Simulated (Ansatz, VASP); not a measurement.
BePd in VASP and in Ansatz

```
Be Pd
1.0
     2.80359    0.00000    0.00000
     0.00000    2.80359    0.00000
     0.00000    0.00000    2.80359
Be Pd
1 1
Cartesian
  0.0000 0.0000 0.0000
  1.4018 1.4018 1.4018
```

Change from the starting cell: volume scaled by 0.99.

Alike in both runs: task single point; functional LDA; k mesh 12 × 12 × 12; occupations fermi-dirac, width 0.08 eV; no spin polarisation.

|  | VASP | Ansatz |
| --- | --- | --- |
| version | VASP 6.6.1 | Ansatz 0.2.0 |
| potentials or method | VASP PAW LDA potentials, release 64 (Be, Pd), cutoff 520 eV | all-electron LAPW, scalar-relativistic |

|  | VASP | Ansatz | Ansatz less VASP |
| --- | --- | --- | --- |
| pressure (GPa) | -5.6 | -6.3 | -0.64 |

LDA's correlation is that of Perdew and Zunger in VASP and of Perdew and Wang (1992) in Ansatz. Ansatz ran all-electron here, and VASP with PAW potentials.
